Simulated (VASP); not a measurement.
Wanted: the native input for a VASP 6.6.1 run.

* Task: single point
* Functional: PBE
* Potentials or basis: VASP PAW PBE potentials, release 64 (Bi_d, Te)
* Cutoff: 520 eV
* k mesh: 6 × 6 × 6
* Occupations: fermi-dirac, width 0.05 eV
* Spin: no spin polarisation
* Dipole correction: no
* Further INCAR settings: ALGO = Normal; EDIFF = 1e-07; NBANDS = 32

The structure of Bi2Te3 lies in POSCAR:

```
Bi2Te3
1.0
    2.1710605638      1.2534623326      9.7780468487
   -2.1710605638      1.2534623326      9.7780468487
    0.0000000000     -2.5069246653      9.7780468487
Bi Te
2 3
Direct
    0.1880000000      0.1880000000      0.1880000000
    0.5980000000      0.5980000000      0.5980000000
    0.3890000000      0.3890000000      0.3890000000
    0.8000000000      0.8000000000      0.8000000000
    0.0000000000      0.0000000000      0.0000000000
```

The input as run:

INCAR

```
  ALGO = Normal
  EDIFF = 1E-7
  ENCUT = 520
  GGA = PE
  ISIF = 2
  ISMEAR = -1
  LASPH = True
  LCHARG = True
  LELF = True
  LREAL = False
  LVHAR = True
  LWAVE = False
  NBANDS = 32
  NELM = 60
  PREC = Accurate
  SIGMA = 0.05
```

KPOINTS

```
k-points
0
Gamma
  6 6 6
```

Potentials or basis: VASP PAW PBE potentials, release 64 (Bi_d, Te).

Command:

```console
$ cat potpaw_PBE.64/Bi_d/POTCAR potpaw_PBE.64/Te/POTCAR > POTCAR
$ mpirun -np 1 vasp_std > vasp.out
```

Results of the run:

```json
{"Pressure": "4.7 GPa", "Largest force": "1.425 eV/Å", "Band gap on the k mesh": "zero (bands 24 and 25 overlap by 0.09 eV)"}
```

Caveat: the cell stands under pressure; spin-orbit coupling is left out, which moves the levels of the heavy elements; forces of over 1 eV/Å act on the atoms, so gaps and moduli don't describe the material at rest.

Run time: 13 min on 1 thread of AMD EPYC 9R45 96-Core Processor (Zen 5), with other jobs on the host, peak memory 0.89 GiB.
